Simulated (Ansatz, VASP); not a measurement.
## GaP: VASP beside Ansatz

```
Ga P
1.0
     0.00000    2.61624    2.83426
     2.61624    0.00000    2.83426
     2.61624    2.61624    0.00000
Ga P
1 1
Direct
  0.00000 0.00000 0.00000
  0.75000 0.75000 0.75000
```

Change from the starting cell: strain -0.040 along x and y, +0.040 along z, atoms carried along.

Alike in both runs: task single point; functional r2SCAN; k mesh 8 × 8 × 8; occupations gaussian, width 0.05 eV; no spin polarisation.

```csv
,VASP,Ansatz
version,VASP 6.6.1,Ansatz 0.2.0
potentials or method,"VASP PAW PBE potentials, release 64 (Ga_d, P), cutoff 520 eV","scalar-relativistic, plane waves, PAW"
valence electrons in the cell,18,18
```

|  | VASP | Ansatz | Ansatz less VASP |
| --- | --- | --- | --- |
| gap on the k mesh at the Fermi level (eV) | 1.41 | 1.41 | -0.007 |
| least direct gap on the mesh (eV) | 2.47 | 2.50 | +0.023 |
| pressure (GPa) | 3.9 | 4.0 | +0.05 |
| traceless stress, the component that is largest in VASP (GPa) | -5.09 | -5.08 | +0.006 |

VASP's potentials were made for PBE, not for r2SCAN.
